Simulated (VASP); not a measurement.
A run of VASP 6.6.1 is set up as follows.

File INCAR:

```
SYSTEM = Pt
ALGO = Normal ; EDIFF = 1E-6
ENCUT = 520 ; GGA = CA
ISIF = 2 ; ISMEAR = 0
LASPH = .True. ; LCHARG = .False.
LREAL = .False. ; LWAVE = .False.
NBANDS = 11 ; NELM = 100
PREC = Accurate ; SIGMA = 0.15
```

File KPOINTS:

```
k-points
0
Gamma
  22 22 22
  0 0 0
```

The input POSCAR:

```
Pt
1.0
    0.0000000000      1.9872462940      1.7563282746
    1.9872462940      0.0000000000      1.7563282746
    1.9872462940      1.9872462940      0.0000000000
Pt
1
Direct
    0.0000000000      0.0000000000      0.0000000000
```

Potentials or basis: VASP PAW LDA potentials, release 64 (Pt).

Command:

```bash
$ cat potpaw_LDA.64/Pt/POTCAR > POTCAR
$ mpirun -np 1 vasp_std > vasp.out
```

Task: Predict the band gap on the k mesh.

Result: Zero (band 5 reaches 13.90 eV, above the bottom of band 6 at 10.73 eV).

Task: What does it give for the pressure?

Result: 24.9 GPa.

Stress tensor (GPa, compression positive):
```
21.67  0.00  0.00
 0.00 21.67  0.00
 0.00  0.00 31.29
```

Caveat: spin-orbit coupling is left out, which moves the levels of the heavy elements.
